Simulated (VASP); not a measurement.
# MgZn2O3 (P-3m1) in VASP: further runs

MgZn2O3 is run at these levels: LDA; tasks: single point.

Program: VASP 6.6.1. These are calculated values, not measurements. Logs are shortened: lines on timing, memory, paths and dates and some standing lists are left out, and cuts for length are marked.

### Step 1. The cell of the first run

Symmetry: P-3m1, No. 164, trigonal system. Conventional cell: a = 2.972 Å, b = 2.972 Å, c = 7.241 Å, α = 90.00°, β = 90.00°, γ = 120.00°. Within 2.8 Å of Mg (site symmetry -3m) lie 6 O at 2.08 Å. Within 2.8 Å of Zn (site symmetry 3m) lie 6 O at 2.10 to 2.11 Å. O (site symmetry 3m) has 3 Mg at 2.08 Å and 3 Zn at 2.11 Å and 12 O at 2.90 to 2.99 Å within 3.0 Å. O (site symmetry -3m) has 6 Zn at 2.10 Å within 2.8 Å.

### Step 2. Single point, LDA

INCAR reads:

```
SYSTEM = MgZn2O3
  ALGO = Normal
  EDIFF = 1E-6
  ENCUT = 520
  GGA = CA
  ISIF = 2
  ISMEAR = -1
  LASPH = .True.
  LCHARG = .True.
  LELF = .True.
  LREAL = .False.
  LVHAR = .True.
  LWAVE = .False.
  NBANDS = 31
  NELM = 100
  PREC = Accurate
  SIGMA = 0.02
```

KPOINTS reads:

```
k-points
0
Gamma
  12 12 4
  0 0 0
```

POSCAR reads:

```
MgZn2O3
1.0
    2.9716837034      0.0000000000      0.0000000000
   -1.4858418517      2.5735535792      0.0000000000
    0.0000000000      0.0000000000      7.2411663137
Mg Zn O
1 2 3
Direct
    0.0000000000      0.0000000000      0.0000000000
    0.3333333333      0.6666666667      0.6683977606
    0.6666666667      0.3333333333      0.3316022394
    0.3333333333      0.6666666667      0.1617480778
    0.6666666667      0.3333333333      0.8382519222
    0.0000000000      0.0000000000      0.5000000000
```

Potentials or basis: VASP PAW LDA potentials, release 64 (Mg, Zn, O).

Command:

```bash
$ cat potpaw_LDA.64/Mg/POTCAR potpaw_LDA.64/Zn/POTCAR potpaw_LDA.64/O/POTCAR > POTCAR
$ mpirun -np 1 vasp_std > vasp.out
```

OUTCAR:

```text
SYSTEM = MgZn2O3
   EDIFF = 1E-6
   ENCUT = 520
   GGA = CA
   ISIF = 2
   ISMEAR = -1
   LASPH = .True.
   LREAL = .False.
   NELM = 100
   PREC = Accurate

 ion  position               nearest neighbor table
   1  0.000  0.000  0.000-   4 2.08   5 2.08   5 2.08   4 2.08   5 2.08   4 2.08   2 2.95   3 2.95
                             2 2.95   3 2.95   3 2.95   2 2.95
   2  0.333  0.667  0.668-   6 2.10   6 2.10   6 2.10   5 2.11   5 2.11   5 2.11   1 2.95   1 2.95
                             1 2.95   3 2.98   3 2.98   3 2.98
   3  0.667  0.333  0.332-   6 2.10   6 2.10   6 2.10   4 2.11   4 2.11   4 2.11   1 2.95   1 2.95
                             1 2.95   2 2.98   2 2.98   2 2.98
   4  0.333  0.667  0.162-   1 2.08   1 2.08   1 2.08   3 2.11   3 2.11   3 2.11
   5  0.667  0.333  0.838-   1 2.08   1 2.08   1 2.08   2 2.11   2 2.11   2 2.11
   6  0.000  0.000  0.500-   2 2.10   3 2.10   3 2.10   2 2.10   3 2.10   2 2.10

  LATTYP: Found a hexagonal cell.
 ALAT       =     2.9716837034
 C/A-ratio  =     2.4367217498

  Lattice vectors:

 A1 = (   2.9716837034,   0.0000000000,   0.0000000000)
 A2 = (  -1.4858418517,   2.5735535792,   0.0000000000)
 A3 = (   0.0000000000,   0.0000000000,   7.2411663137)

Analysis of symmetry for initial positions (statically):
=====================================================================
 Subroutine PRICEL returns:
 Original cell was already a primitive cell.

 Routine SETGRP: Setting up the symmetry group for a
 hexagonal supercell.

 Subroutine GETGRP returns: Found 12 space group operations
 (whereof 12 operations were pure point group operations)
 out of a pool of 24 trial point group operations.

The static configuration has the point symmetry D_3d.

Analysis of symmetry for dynamics (positions and initial velocities):
=====================================================================
 Subroutine PRICEL returns:
 Original cell was already a primitive cell.

 Routine SETGRP: Setting up the symmetry group for a
 hexagonal supercell.

 Subroutine GETGRP returns: Found 12 space group operations
 (whereof 12 operations were pure point group operations)
 out of a pool of 24 trial point group operations.

The dynamic configuration has the point symmetry D_3d.

 Subroutine INISYM returns: Found 12 space group operations
 (whereof 12 operations are pure point group operations),
 and found     1 'primitive' translations

----------------------------------------------------------------------------------------

                                     Primitive cell

  volume of cell :      55.3789

  direct lattice vectors                    reciprocal lattice vectors
     2.971683703  0.000000000  0.000000000     0.336509568  0.194283890  0.000000000
    -1.485841852  2.573553579  0.000000000     0.000000000  0.388567780  0.000000000
     0.000000000  0.000000000  7.241166314     0.000000000  0.000000000  0.138099300

  length of vectors
     2.971683703  2.971683703  7.241166314     0.388567780  0.388567780  0.138099300

  position of ions in fractional coordinates (direct lattice)
     0.000000000  0.000000000  0.000000000
     0.333333333  0.666666667  0.668397761
     0.666666667  0.333333333  0.331602239
     0.333333333  0.666666667  0.161748078
     0.666666667  0.333333333  0.838251922
     0.000000000  0.000000000  0.500000000

  ion indices of the primitive-cell ions
   primitive index   ion index
                 1           1
                 2           2
                 3           3
                 4           4
                 5           5
                 6           6

----------------------------------------------------------------------------------------

 KPOINTS: k-points

Automatic generation of k-mesh.
 Grid dimensions read from file:
 generate k-points for:   12   12    4

 Generating k-lattice:

  Cartesian coordinates                     Fractional coordinates (reciprocal lattice)
     0.028042464  0.016190324  0.000000000     0.083333333  0.000000000  0.000000000
     0.000000000  0.032380648  0.000000000     0.000000000  0.083333333  0.000000000
     0.000000000  0.000000000  0.034524825     0.000000000  0.000000000  0.250000000

  Length of vectors
     0.032380648  0.032380648  0.034524825

  Shift w.r.t. Gamma in fractional coordinates (k-lattice)
     0.000000000  0.000000000  0.000000000

 Subroutine IBZKPT returns following result:
 ===========================================

 Found     69 irreducible k-points:

 Following reciprocal coordinates:
            Coordinates               Weight
  0.000000  0.000000  0.000000      1.000000
  0.083333  0.000000  0.000000      6.000000
  0.166667  0.000000  0.000000      6.000000
  0.250000  0.000000  0.000000      6.000000
  0.333333  0.000000  0.000000      6.000000
  0.416667  0.000000  0.000000      6.000000
[... 16 lines left out ...]
  0.166667  0.000000  0.250000      6.000000
  0.000000  0.166667  0.250000      6.000000
 [... further k-points ...]
   k-points           NKPTS =     69   k-points in BZ     NKDIM =     69   number of bands    NBANDS=     31
   number of dos      NEDOS =    301   number of ions     NIONS =      6
   total plane-waves  NPLWV =  31104
   dimension x,y,z NGX =    24 NGY =   24 NGZ =   54
   dimension x,y,z NGXF=    48 NGYF=   48 NGZF=  108
   ions per type =               1   2   3
   NGX,Y,Z   is equivalent  to a cutoff of  13.43, 13.43, 12.40 a.u.
   NGXF,Y,Z  is equivalent  to a cutoff of  26.85, 26.85, 24.80 a.u.
 SYSTEM =  MgZn2O3
   PREC   = accura    normal or accurate (medium, high low for compatibility)
   ISTART =      0    job   : 0-new  1-cont  2-samecut
   ICHARG =      2    charge: 1-file 2-atom 10-const
   ISPIN  =      1    spin polarized calculation?
   LNONCOLLINEAR =      F non collinear calculations
   LSORBIT =      F    spin-orbit coupling
   LASPH  =      T    aspherical Exc in radial PAW
   ENCUT  =  520.0 eV  38.22 Ry    6.18 a.u.   5.53  5.53 13.46*2*pi/ulx,y,z
   NELM   =    100;   NELMIN=  2; NELMDL= -5     # of ELM steps
   EDIFF  = 0.1E-05   stopping-criterion for ELM
   LREAL  =      F    real-space projection
   EDIFFG = 0.1E-04   stopping-criterion for IOM
   NSW    =      0    number of steps for IOM
   IBRION =     -1    ionic relax: 0-MD 1-quasi-New 2-CG
   NFREE  =      0    steps in history (QN), initial steepest desc. (CG)
   ISIF   =      2    stress and relaxation
   ISYM   =      2    0-nonsym 1-usesym 2-fastsym
   POTIM  = 0.5000    time-step for ionic-motion
   TEBEG  =    0.0;   TEEND  =   0.0 temperature during run
   PSTRESS=    0.0 pullay stress
   NELECT =      44.0000    total number of electrons
   NUPDOWN=      -1.0000    fix difference up-down
   EMIN   =  10.00;   EMAX   =-10.00  energy-range for DOS
   EFERMI =   0.00;   METHOD = LEGACY
   ISMEAR =    -1;   SIGMA  =   0.02  broadening in eV -4-tet -1-fermi 0-gaus
   EFERMI_NEDOS =   21; number of points for ismear=-14 and -15
   IALGO  =     38    algorithm
   IMIX   =      4    mixing-type and parameters
     AMIX     =   0.40;   BMIX     =  1.00
     AMIX_MAG =   1.60;   BMIX_MAG =  1.00
  volume/ion in A,a.u.               =       9.23        62.29
  Fermi-wavevector in a.u.,A,eV,Ry     =   1.516274  2.865342 31.280965  2.299086
  Thomas-Fermi vector in A             =   2.625685
   LORBIT       =      0    0 simple, 1 ext, 2 COOP (PROOUT), +10 PAW based schemes
   GGA     = CA    functional components
   LHFCALC =     F    Hartree Fock is set to
   AEXX    =    0.0000 exact exchange contribution
   IVDW    =     0    specifies the selected vdW correction
   LEPSILON=     F    determine dielectric tensor
   LRPA    =     F    only Hartree local field effects (RPA)
 non-spin polarized calculation
  energy-cutoff  :      520.00
  volume of cell :       55.38
 maximum number of plane-waves:      1539
 NGX is ok and might be reduce to    24
   NGX = 11   NGY = 11   NGZ = 27

 number of electron      43.9999986 magnetization

 Free energy of the ion-electron system (eV)
  ---------------------------------------------------
  ext. energy  EPLUGINS =         0.00000000
  ---------------------------------------------------
  free energy    TOTEN  =       -34.27236039 eV

  energy without entropy =      -34.27236039  energy(sigma->0) =      -34.27236039

 E-fermi :   3.5229     XC(G=0): -12.6435

 val. band max:        3.1340982237   @ k =   0.0000   0.0000   0.0000
 cond. band min:       5.2728852795   @ k =   0.0000   0.0000   0.0000
 fundamental gap:      2.1387870558
 Fermi energy:         3.5229338583

 k-point     1 :       0.0000    0.0000    0.0000
  band No.  band energies     occupation
      1     -15.2519      2.00000
      2     -14.1773      2.00000
      3     -14.0708      2.00000
      4      -3.5354      2.00000
      5      -2.6456      2.00000
      6      -2.4448      2.00000
[... 23 lines left out ...]
     30      18.3586      0.00000
     31      18.3586      0.00000

 k-point     2 :       0.0833    0.0000    0.0000
  band No.  band energies     occupation
      1     -15.1757      2.00000
      2     -14.1385      2.00000
      3     -14.0273      2.00000
      4      -3.4723      2.00000
      5      -2.7884      2.00000
      6      -2.4204      2.00000
[... 23 lines left out ...]
     30      17.3569      0.00000
     31      18.4229      0.00000

 k-point     3 :       0.1667    0.0000    0.0000
  band No.  band energies     occupation
      1     -14.9579      2.00000
      2     -14.0306      2.00000
      3     -13.9067      2.00000
      4      -3.3149      2.00000
      5      -2.9501      2.00000
      6      -2.3662      2.00000
[... 23 lines left out ...]
     30      17.1080      0.00000
     31      17.3985      0.00000

 k-point     4 :       0.2500    0.0000    0.0000
  band No.  band energies     occupation
      1     -14.6324      2.00000
      2     -13.8811      2.00000
      3     -13.7400      2.00000
      4      -3.2198      2.00000
      5      -3.0097      2.00000
      6      -2.3411      2.00000
[... 635 lines left out ...]
     30      17.6307      0.00000
     31      18.1104      0.00000

 k-point    23 :       0.1667    0.0000    0.2500
  band No.  band energies     occupation
      1     -14.8836      2.00000
      2     -14.3214      2.00000
      3     -13.6832      2.00000
      4      -3.5474      2.00000
      5      -2.7419      2.00000
      6      -2.3779      2.00000
[... 23 lines left out ...]
     30      16.9454      0.00000
     31      17.2446      0.00000

 k-point    24 :       0.0000    0.1667    0.2500
  band No.  band energies     occupation
      1     -14.8868      2.00000
      2     -14.3136      2.00000
      3     -13.6881      2.00000
      4      -3.5156      2.00000
      5      -2.7230      2.00000
      6      -2.3679      2.00000
[... 23 lines left out ...]
     30      16.9124      0.00000
     31      17.4019      0.00000

 [... further k-points ...]
[... 5 lines left out ...]
  --------------------------------------------------------------------------------------
  -------------------------------------------------------------------------------------
  Total        0.0696119      0.0696119      0.0473262      0.0000000      0.0000000      0.0000000
  in kB        2.0139552      2.0139552      1.3692034      0.0000000      0.0000000      0.0000000
  external PRESSURE =       1.7990379 kB  Pullay stress =       0.0000000 kB

 VOLUME and BASIS-vectors are now :
 -----------------------------------------------------------------------------
  energy-cutoff  :      520.00
  volume of cell :       55.38
      direct lattice vectors                 reciprocal lattice vectors
     2.971683703  0.000000000  0.000000000     0.336509568  0.194283890  0.000000000
    -1.485841852  2.573553579  0.000000000     0.000000000  0.388567780  0.000000000
     0.000000000  0.000000000  7.241166314     0.000000000  0.000000000  0.138099300

 POSITION                                       TOTAL-FORCE (eV/Angst)
 -----------------------------------------------------------------------------------
      0.00000      0.00000      0.00000        -0.000000     -0.000000      0.000000
     -0.00000      1.71570      4.83998        -0.000000      0.000000      0.038762
      1.48584      0.85785      2.40119         0.000000     -0.000000     -0.038762
     -0.00000      1.71570      1.17124         0.000000     -0.000000     -0.091707
      1.48584      0.85785      6.06992        -0.000000      0.000000      0.091707
      0.00000      0.00000      3.62058        -0.000000     -0.000000      0.000000
 -----------------------------------------------------------------------------------
    total drift:                                0.000000      0.000000      0.000000

  FREE ENERGIE OF THE ION-ELECTRON SYSTEM (eV)
  ---------------------------------------------------
  free  energy   TOTEN  =       -34.2723603891 eV

  energy  without entropy=      -34.2723603890  energy(sigma->0) =      -34.27236039
```

It took 78 s on 1 thread of AMD EPYC 9R45 (Zen 5), shared host; peak memory 0.2 GiB.

Results:

```
Free energy            : -34.2724 eV
Pressure               : 0.2 GPa
Largest force          : 0.092 eV/Å
Band gap on the k mesh : 2.14 eV
```

Forces in eV/Å, atoms in the order of the input:
```
Mg   0.000  0.000  0.000
Zn   0.000  0.000  0.039
Zn   0.000  0.000 -0.039
O    0.000  0.000 -0.092
O    0.000  0.000  0.092
O    0.000  0.000  0.000
```

Levels at points of the mesh, in eV from the valence-band top:
```
           k point  band 20  band 21  band 22  band 23  band 24  band 25
(0.00, 0.00, 0.00)    -1.02     0.00     0.00     2.14     5.74     5.81
(0.50, 0.00, 0.00)    -1.28    -0.73    -0.33     5.39     7.07     7.55
(0.00, 0.00, 0.50)    -0.65    -0.11    -0.11     3.46     4.39     6.10
(0.50, 0.00, 0.50)    -1.64    -0.16    -0.11     5.83     6.12     7.50
```

[end of part 1 of 2]
